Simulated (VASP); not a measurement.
# Au in VASP: further runs, part 2 of 2

VASP 6.6.1. Earlier steps stand in the parts before.

## 3. Single point, PBEsol (biaxial strain in the a-b plane: +2.0 %, then relaxed in part)

INCAR

```
PREC     = Accurate       # precision mode
ENCUT    = 520            # plane-wave cutoff, eV
EDIFF    = 1E-7           # SCF threshold, eV
ISMEAR   = 0              # smearing method
SIGMA    = 0.1            # smearing width, eV
LREAL    = False          # projectors in reciprocal space
LASPH    = True           # aspherical terms in the spheres
NELM     = 100            # most SCF steps
ALGO     = Fast           # electronic algorithm
ISIF     = 2              # what is computed and relaxed
LWAVE    = False          # write WAVECAR
LCHARG   = True           # write CHGCAR
GGA      = PS             # functional
LELF     = True           # ELF
LVHAR    = True         
NBANDS   = 18             # bands
```

KPOINTS

```
Automatic mesh
0
Gamma
  16 16 16
```

POSCAR

```
Au
1.0
    3.3069897241      0.0000000000      0.0000000000
    0.0000000000      3.3069897241      0.0000000000
    0.0000000000      0.0000000000      3.1135709374
Au
2
Direct
    0.0000000000      0.0000000000      0.0000000000
    0.5000000000      0.5000000000      0.5000000000
```

Potentials or basis: VASP PAW PBE potentials, release 64 (Au).

The run is started by

```bash
$ cat potpaw_PBE.64/Au/POTCAR > POTCAR
$ mpirun -np 1 vasp_std > vasp.out
```

OUTCAR:

```text
PREC = Accurate
   ENCUT = 520
   EDIFF = 1E-7
   ISMEAR = 0
   LREAL = False
   LASPH = True
   NELM = 100
   ISIF = 2
   GGA = PS

 ion  position               nearest neighbor table
   1  0.000  0.000  0.000-   2 2.81   2 2.81   2 2.81   2 2.81   2 2.81   2 2.81   2 2.81   2 2.81

   2  0.500  0.500  0.500-   1 2.81   1 2.81   1 2.81   1 2.81   1 2.81   1 2.81   1 2.81   1 2.81

  LATTYP: Found a simple tetragonal cell.
 ALAT       =     3.3069897241
 C/A-ratio  =     0.9415121295

  Lattice vectors:

 A1 = (   3.3069897241,   0.0000000000,   0.0000000000)
 A2 = (   0.0000000000,   3.3069897241,   0.0000000000)
 A3 = (   0.0000000000,   0.0000000000,   3.1135709374)

Analysis of symmetry for initial positions (statically):
=====================================================================
 Subroutine PRICEL returns following result:

  LATTYP: Found a body centered tetragonal cell.
 ALAT       =     3.3069897241
 C/A-ratio  =     0.9415121295

  Lattice vectors:

 A1 = (  -1.6534948621,  -1.6534948621,  -1.5567854687)
 A2 = (   1.6534948621,   1.6534948621,  -1.5567854687)
 A3 = (   1.6534948621,  -1.6534948620,   1.5567854687)

   2 primitive cells build up your supercell.

 Routine SETGRP: Setting up the symmetry group for a
 simple tetragonal supercell.

 Subroutine GETGRP returns: Found 16 space group operations
 (whereof 16 operations were pure point group operations)
 out of a pool of 16 trial point group operations.

The static configuration has the point symmetry D_4h.

Analysis of symmetry for dynamics (positions and initial velocities):
=====================================================================
 Subroutine PRICEL returns following result:

  LATTYP: Found a body centered tetragonal cell.
 ALAT       =     3.3069897241
 C/A-ratio  =     0.9415121295

  Lattice vectors:

 A1 = (  -1.6534948621,  -1.6534948621,  -1.5567854687)
 A2 = (   1.6534948621,   1.6534948621,  -1.5567854687)
 A3 = (   1.6534948621,  -1.6534948620,   1.5567854687)

   2 primitive cells build up your supercell.

 Routine SETGRP: Setting up the symmetry group for a
 simple tetragonal supercell.

 Subroutine GETGRP returns: Found 16 space group operations
 (whereof 16 operations were pure point group operations)
 out of a pool of 16 trial point group operations.

The dynamic configuration has the point symmetry D_4h.

 Subroutine INISYM returns: Found 16 space group operations
 (whereof 16 operations are pure point group operations),
 and found     2 'primitive' translations

----------------------------------------------------------------------------------------

                                     Primitive cell

  volume of cell :      17.0253

  direct lattice vectors                    reciprocal lattice vectors
    -1.653494862 -1.653494862 -1.556785469     0.000000000 -0.302389812 -0.321174632
     1.653494862  1.653494862 -1.556785469     0.302389812  0.000000000 -0.321174632
     1.653494862 -1.653494862  1.556785469     0.302389812 -0.302389812  0.000000000

  length of vectors
     2.809211903  2.809211903  2.809211903     0.441126674  0.441126674  0.427643773

[... 27 lines left out ...]

 Subroutine IBZKPT returns following result:
 ===========================================

 Found    405 irreducible k-points:

 Following reciprocal coordinates:
            Coordinates               Weight
  0.000000  0.000000  0.000000      1.000000
  0.062500  0.000000  0.000000      4.000000
  0.125000  0.000000  0.000000      4.000000
  0.187500  0.000000  0.000000      4.000000
  0.250000  0.000000  0.000000      4.000000
  0.312500  0.000000  0.000000      4.000000
[... 16 lines left out ...]
  0.437500  0.125000  0.000000      8.000000
  0.500000  0.125000  0.000000      4.000000
 [... further k-points ...]
   k-points           NKPTS =    405   k-points in BZ     NKDIM =    405   number of bands    NBANDS=     18
   number of dos      NEDOS =    301   number of ions     NIONS =      2
   total plane-waves  NPLWV =  18816
   dimension x,y,z NGX =    28 NGY =   28 NGZ =   24
   dimension x,y,z NGXF=    56 NGYF=   56 NGZF=   48
   ions per type =               2
   NGX,Y,Z   is equivalent  to a cutoff of  14.08, 14.08, 12.81 a.u.
   NGXF,Y,Z  is equivalent  to a cutoff of  28.15, 28.15, 25.63 a.u.
 SYSTEM =  unknown system
   PREC   = accura    normal or accurate (medium, high low for compatibility)
   ISTART =      0    job   : 0-new  1-cont  2-samecut
   ICHARG =      2    charge: 1-file 2-atom 10-const
   ISPIN  =      1    spin polarized calculation?
   LNONCOLLINEAR =      F non collinear calculations
   LSORBIT =      F    spin-orbit coupling
   LASPH  =      T    aspherical Exc in radial PAW
   ENCUT  =  520.0 eV  38.22 Ry    6.18 a.u.   6.15  6.15  5.79*2*pi/ulx,y,z
   NELM   =    100;   NELMIN=  2; NELMDL= -5     # of ELM steps
   EDIFF  = 0.1E-06   stopping-criterion for ELM
   LREAL  =      F    real-space projection
   EDIFFG = 0.1E-05   stopping-criterion for IOM
   NSW    =      0    number of steps for IOM
   IBRION =     -1    ionic relax: 0-MD 1-quasi-New 2-CG
   NFREE  =      0    steps in history (QN), initial steepest desc. (CG)
   ISIF   =      2    stress and relaxation
   ISYM   =      2    0-nonsym 1-usesym 2-fastsym
   POTIM  = 0.5000    time-step for ionic-motion
   TEBEG  =    0.0;   TEEND  =   0.0 temperature during run
   PSTRESS=    0.0 pullay stress
   NELECT =      22.0000    total number of electrons
   NUPDOWN=      -1.0000    fix difference up-down
   EMIN   =  10.00;   EMAX   =-10.00  energy-range for DOS
   EFERMI =   0.00;   METHOD = LEGACY
   ISMEAR =     0;   SIGMA  =   0.10  broadening in eV -4-tet -1-fermi 0-gaus
   EFERMI_NEDOS =   21; number of points for ismear=-14 and -15
   IALGO  =     68    algorithm
   IMIX   =      4    mixing-type and parameters
     AMIX     =   0.40;   BMIX     =  1.00
     AMIX_MAG =   1.60;   BMIX_MAG =  1.00
  volume/ion in A,a.u.               =      17.03       114.89
  Fermi-wavevector in a.u.,A,eV,Ry     =   1.415275  2.674482 27.252524  2.003004
  Thomas-Fermi vector in A             =   2.536731
   LORBIT       =      0    0 simple, 1 ext, 2 COOP (PROOUT), +10 PAW based schemes
   GGA     = PS    functional components
   LHFCALC =     F    Hartree Fock is set to
   AEXX    =    0.0000 exact exchange contribution
   IVDW    =     0    specifies the selected vdW correction
   LEPSILON=     F    determine dielectric tensor
   LRPA    =     F    only Hartree local field effects (RPA)
 non-spin polarized calculation
 RMM-DIIS sequential band-by-band and
 Gauss-broadening in eV      SIGMA  =   0.10
  energy-cutoff  :      520.00
  volume of cell :       34.05
 maximum number of plane-waves:       944
 NGX is ok and might be reduce to    28

 number of electron      21.9999997 magnetization

 Free energy of the ion-electron system (eV)
  ---------------------------------------------------
  ext. energy  EPLUGINS =         0.00000000
  ---------------------------------------------------
  free energy    TOTEN  =        -7.80989412 eV

  energy without entropy =       -7.80815705  energy(sigma->0) =       -7.80902558

 E-fermi :   9.2933     XC(G=0): -12.8918

 val. band max:        9.2830654564   @ k =   0.5000   0.0625   0.5000
 cond. band min:       9.2969207074   @ k =   0.2500   0.0000   0.4375
 fundamental gap:      0.0138552509
 Fermi energy:         9.2933048814

 k-point     1 :       0.0000    0.0000    0.0000
  band No.  band energies     occupation
      1      -0.6264      2.00000
      2       2.4437      2.00000
      3       2.4499      2.00000
      4       4.1757      2.00000
      5       4.5921      2.00000
      6       4.5921      2.00000
[... 481 lines left out ...]
      5       4.7798      2.00000
      6       4.7798      2.00000
[... 10 lines left out ...]
     17      24.1040      0.00000
     18      24.1040      0.00000

 [... further k-points ...]

------------------------ aborting loop because EDIFF is reached ----------------------------------------

  FORCE on cell =-STRESS in cart. coord.  units (eV):
  Direction    XX          YY          ZZ          XY          YZ          ZX
  --------------------------------------------------------------------------------------
  -------------------------------------------------------------------------------------
  Total        0.0596046      0.0596046     -0.0629195      0.0000000     -0.0000000     -0.0000000
  in kB        2.8045667      2.8045667     -2.9605426      0.0000000     -0.0000000     -0.0000000
  external PRESSURE =       0.8828636 kB  Pullay stress =       0.0000000 kB

 VOLUME and BASIS-vectors are now :
 -----------------------------------------------------------------------------
  energy-cutoff  :      520.00
  volume of cell :       34.05
      direct lattice vectors                 reciprocal lattice vectors
     3.306989724  0.000000000  0.000000000     0.302389812  0.000000000  0.000000000
     0.000000000  3.306989724  0.000000000     0.000000000  0.302389812  0.000000000
     0.000000000  0.000000000  3.113570937     0.000000000  0.000000000  0.321174632

 POSITION                                       TOTAL-FORCE (eV/Angst)
 -----------------------------------------------------------------------------------
      0.00000      0.00000      0.00000        -0.000000     -0.000000     -0.000000
      1.65349      1.65349      1.55679         0.000000      0.000000      0.000000
 -----------------------------------------------------------------------------------
    total drift:                                0.000000      0.000000      0.000000

  FREE ENERGIE OF THE ION-ELECTRON SYSTEM (eV)
  ---------------------------------------------------
  free  energy   TOTEN  =        -7.8098941168 eV

  energy  without entropy=       -7.8081570465  energy(sigma->0) =       -7.80902558
```

Run time: 5.5 min. Hardware: 1 thread of Intel Xeon Platinum 8259CL at 2.50GHz (Skylake/Cascade Lake), shared host; peak memory 0.31 GiB.

What came out:

| Quantity | Value |
| --- | --- |
| Free energy | -7.8099 eV |
| Pressure | 0.1 GPa |
| Band gap on the k mesh | zero (bands 11 and 12 overlap by 5.38 eV) |

Levels at points of the mesh, in eV from the Fermi level:
| k point | band 8 | band 9 | band 10 | band 11 | band 12 | band 13 | band 14 | band 15 |
| --- | --- | --- | --- | --- | --- | --- | --- | --- |
| (0.00, 0.00, 0.00) | -2.69 | -1.78 | -1.78 | -1.65 | 5.68 | 5.68 | 7.47 | 9.58 |
| (0.50, 0.00, 0.00) | -4.00 | -3.36 | -3.36 | -2.18 | -2.18 | 12.78 | 12.78 | 13.10 |
| (0.50, 0.50, 0.00) | -2.84 | -1.41 | -1.41 | -0.93 | -0.93 | 3.24 | 3.24 | 12.93 |
| (0.00, 0.00, 0.50) | -4.37 | -3.52 | -3.52 | -1.42 | -1.42 | 12.14 | 12.14 | 13.78 |
| (0.50, 0.00, 0.50) | -2.48 | -1.34 | -1.34 | -0.57 | -0.57 | 3.76 | 3.76 | 12.09 |
| (0.50, 0.50, 0.50) | -2.77 | -2.54 | -2.54 | 2.93 | 2.93 | 6.83 | 6.83 | 7.39 |

Caveat: the cell differs from its parent crystal (biaxial strain in the a-b plane: +2.0 %, then relaxed in part); the PAW data sets were made with another functional, which shifts forces and pressure a little; spin-orbit coupling is left out, which moves the levels of the heavy elements.

## 4. Single point, PBEsol

This run uses another cell than the first one: it holds 1 atom, not 2.

INCAR

```
SYSTEM = Au
  ALGO = Normal
  EDIFF = 1E-7
  ENCUT = 520
  GGA = PS
  ISIF = 2
  ISMEAR = 0
  LASPH = .True.
  LCHARG = .True.
  LELF = .True.
  LREAL = .False.
  LVHAR = .True.
  LWAVE = .False.
  NBANDS = 12
  NELM = 100
  PREC = Accurate
  SIGMA = 0.1
```

KPOINTS

```
k-points
0
Gamma
  18 18 18
  0 0 0
```

POSCAR

```
Au
1.0
   -1.5649876618      1.5649876618      1.5649876618
    1.5649876618     -1.5649876618      1.5649876618
    1.5649876618      1.5649876618     -1.5649876618
Au
1
Direct
    0.0000000000      0.0000000000      0.0000000000
```

The run is started by

```bash
$ cat potpaw_PBE.64/Au/POTCAR > POTCAR
$ mpirun -np 1 vasp_std > vasp.out
```

Wall time 46 s (1 thread of Intel Xeon 8259CL, shared host); peak memory 0.15 GiB.

The run converged. Its results:

```
Free energy            : -3.7888 eV
Pressure               : 24.6 GPa
Band gap on the k mesh : zero (an odd number of electrons rules out a gap without spin polarisation)
```

Levels at points of the mesh, in eV from the Fermi level:
| k point | band 2 | band 3 | band 4 | band 5 | band 6 | band 7 | band 8 | band 9 | band 10 | band 11 |
| --- | --- | --- | --- | --- | --- | --- | --- | --- | --- | --- |
| (0.00, 0.00, 0.00) | -5.52 | -5.52 | -5.52 | -3.21 | -3.21 | 16.43 | 16.43 | 16.43 | 26.19 | 26.19 |
| (0.50, 0.00, 0.00) | -6.84 | -3.37 | -2.94 | -1.32 | -1.20 | 4.22 | 12.33 | 14.64 | 23.47 | 23.49 |
| (0.50, 0.50, 0.50) | -7.92 | -1.79 | -1.79 | -1.79 | 6.34 | 6.34 | 6.34 | 11.04 | 17.26 | 17.26 |

Caveat: the cell stands under pressure; the PAW data sets were made with another functional, which shifts forces and pressure a little; spin-orbit coupling is left out, which moves the levels of the heavy elements.

## 5. Single point, PBEsol

This run uses another cell than the first one: it holds 1 atom, not 2.

INCAR

```
SYSTEM = Au
  PREC = Accurate
  ENCUT = 520
  EDIFF = 1E-6
  ISMEAR = 0
  SIGMA = 0.1
  LREAL = .False.
  LASPH = .True.
  NELM = 100
  ALGO = Fast
  ISIF = 2
  LWAVE = .False.
  LCHARG = .False.
  GGA = PS
  NBANDS = 12
```

KPOINTS

```
Automatic mesh
0
Gamma
  18 18 18
  0 0 0
```

POSCAR

```
Au
1.0
   -1.5900175064      1.5900175064      1.5900175064
    1.5900175064     -1.5900175064      1.5900175064
    1.5900175064      1.5900175064     -1.5900175064
Au
1
Direct
    0.0000000000      0.0000000000      0.0000000000
```

The run is started by

```bash
$ cat potpaw_PBE.64/Au/POTCAR > POTCAR
$ mpirun -np 1 vasp_std > vasp.out
```

Run time: 48 s. Hardware: 1 thread of Intel Xeon 8259CL, shared host; peak memory 0.15 GiB.

The run converged. Its results:

```
Free energy            : -3.8724 eV
Pressure               : 11.7 GPa
Band gap on the k mesh : zero (an odd number of electrons rules out a gap without spin polarisation)
```

Levels at points of the mesh, in eV from the Fermi level:
| k point | band 4 | band 5 | band 6 | band 7 | band 8 | band 9 |
| --- | --- | --- | --- | --- | --- | --- |
| (0.00, 0.00, 0.00) | -5.22 | -3.08 | -3.08 | 16.47 | 16.47 | 16.47 |
| (0.50, 0.00, 0.00) | -2.84 | -1.34 | -0.98 | 3.91 | 12.35 | 14.29 |
| (0.50, 0.50, 0.50) | -1.78 | -1.78 | 6.29 | 6.29 | 6.29 | 10.41 |

Caveat: the cell stands under pressure; the PAW data sets were made with another functional, which shifts forces and pressure a little; spin-orbit coupling is left out, which moves the levels of the heavy elements.

## 6. Single point, PBEsol

This run uses another cell than the first one: it holds 1 atom, not 2.

INCAR

```
SYSTEM = Au
PREC = Accurate
ENCUT = 520
EDIFF = 1E-6
ISMEAR = 0
SIGMA = 0.1
LREAL = .False.
LASPH = .True.
NELM = 100
ALGO = Fast
ISIF = 2
LWAVE = .False.
LCHARG = .False.
GGA = PS
NBANDS = 12
```

KPOINTS

```
regular mesh
0
Gamma
  18 18 18
  0 0 0
```

POSCAR

```
Au
1.0
   -1.6095112800      1.6095112800      1.6095112800
    1.6095112800     -1.6095112800      1.6095112800
    1.6095112800      1.6095112800     -1.6095112800
Au
1
Direct
    0.0000000000      0.0000000000      0.0000000000
```

Potentials or basis: VASP PAW PBE potentials, release 64 (Au).

The run is started by

```bash
$ cat potpaw_PBE.64/Au/POTCAR > POTCAR
$ mpirun -np 1 vasp_std > vasp.out
```

It took 52 s on 1 thread of Intel Xeon 8259CL, shared host; peak memory 0.17 GiB.

Results (log left out):

```yaml
Free_energy: -3.9009 eV
Pressure: 3.7 GPa
Band_gap_on_the_k_mesh: zero (an odd number of electrons rules out a gap without spin polarisation)
```

Levels at points of the mesh, in eV from the Fermi level:
```csv
k point,band 3,band 4,band 5,band 6,band 7,band 8,band 9,band 10
"(0.00, 0.00, 0.00)",-5.01,-5.01,-2.99,-2.99,16.48,16.48,16.48,24.70
"(0.50, 0.00, 0.00)",-3.14,-2.76,-1.37,-0.81,3.67,12.34,14.02,22.15
"(0.50, 0.50, 0.50)",-1.77,-1.77,-1.77,6.26,6.26,6.26,9.95,16.23
```

Caveat: the cell stands under pressure; the PAW data sets were made with another functional, which shifts forces and pressure a little; spin-orbit coupling is left out, which moves the levels of the heavy elements.

## 7. Summary

| cell | k mesh | gap on the mesh (eV) | pressure (GPa) |
| --- | --- | --- | --- |
| a = 3.177, b = 3.177, c = 3.281 Å, 2 atoms, atomic positions A | 16 × 16 × 16 | none | 5.4 |
| a = 3.307, b = 3.307, c = 3.114 Å, 2 atoms, atomic positions A | 16 × 16 × 16 | none | 0.1 |
| a = 2.711 Å, angles 109.5°, 1 atom, atomic positions B | 18 × 18 × 18 | none | 24.6 |
| a = 2.754 Å, angles 109.5°, 1 atom, atomic positions B | 18 × 18 × 18 | none | 11.7 |
| a = 2.788 Å, angles 109.5°, 1 atom, atomic positions B | 18 × 18 × 18 | none | 3.7 |

Alike in all rows: task single point; level PBEsol; potentials or basis VASP PAW PBE potentials, release 64 (Au); no spin polarisation; cutoff (eV) 520; smearing gaussian 0.1 eV.

Caveats: the PAW data sets were made with another functional, which shifts forces and pressure a little; spin-orbit coupling is left out, which moves the levels of the heavy elements; the cell stands under pressure (at least some runs).

Absolute energies hang on the potentials; compare differences alone.
